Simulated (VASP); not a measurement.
Wanted: the native input for a VASP 6.6.1 run.

```
Task                   : single point
Functional             : PBE
Potentials or basis    : VASP PAW PBE potentials, release 64 (In_d, As, H)
Cutoff                 : 520 eV
k mesh                 : 1 × 1 × 9
Occupations            : gaussian, width 0.05 eV
Spin                   : no spin polarisation
Dipole correction      : no
Further INCAR settings : LREAL = Auto; ALGO = Normal; EDIFF = 1e-06; NBANDS = 80
```

The structure of In3As3H7 lies in POSCAR:

```
In3As3H7
1.0
   18.6000000000      0.0000000000      0.0000000000
    0.0000000000     18.9000000000      0.0000000000
    0.0000000000      0.0000000000      6.1863269440
In As H
6 6 14
Direct
    0.5381603408      0.5375546211      0.0000000000
    0.5381603408      0.3738951781      0.5000000000
    0.5381603408      0.7012140640      0.5000000000
    0.3718612294      0.5375546211      0.5000000000
    0.7044594522      0.5375546211      0.5000000000
    0.3718612294      0.3738951781      0.0000000000
    0.6213098965      0.6193843426      0.7500000000
    0.2887116737      0.4557248996      0.2500000000
    0.6213098965      0.4557248996      0.2500000000
    0.4550107851      0.2920654566      0.2500000000
    0.4550107851      0.6193843426      0.2500000000
    0.4550107851      0.4557248996      0.7500000000
    0.6684912088      0.6658167452      0.8918567782
    0.5921705272      0.3207422962      0.6623886803
    0.5921705272      0.7543669460      0.3376113197
    0.4841501543      0.7543669460      0.6623886803
    0.2415303614      0.5021573022      0.1081432218
    0.2415303614      0.4092924970      0.3918567782
    0.6684912088      0.4092924970      0.1081432218
    0.3178510429      0.5907075030      0.6623886803
    0.7584696386      0.5907075030      0.3376113197
    0.7584696386      0.4844017392      0.6623886803
    0.5021920974      0.2456330540      0.1081432218
    0.4078294728      0.2456330540      0.3918567782
    0.4078294728      0.6658167452      0.1081432218
    0.3178510429      0.3207422962      0.8376113197
```

One way to write it, as run:

INCAR

```
  PREC = Accurate
  ENCUT = 520
  EDIFF = 1E-6
  ISMEAR = 0
  SIGMA = 0.05
  LREAL = Auto
  LASPH = True
  NELM = 60
  ALGO = Normal
  ISIF = 2
  LWAVE = False
  LCHARG = True
  GGA = PE
  LELF = True
  LVHAR = True
  NBANDS = 80
```

KPOINTS

```
Automatic mesh
0
Gamma
  1 1 9
```

Potentials or basis: VASP PAW PBE potentials, release 64 (In_d, As, H).

The run is started by

```bash
$ cat potpaw_PBE.64/In_d/POTCAR potpaw_PBE.64/As/POTCAR potpaw_PBE.64/H/POTCAR > POTCAR
$ mpirun -np 1 vasp_std > vasp.out
```

Results of the run:

The largest force is 0.987 eV/Å. The band gap on the k mesh is 2.11 eV.

Caveat: spin-orbit coupling is left out, which moves the levels of the heavy elements.

It took 41 min on 1 thread of Oxide Virtual Turin-like Processor, with other jobs on the host, peak memory 2 GiB.
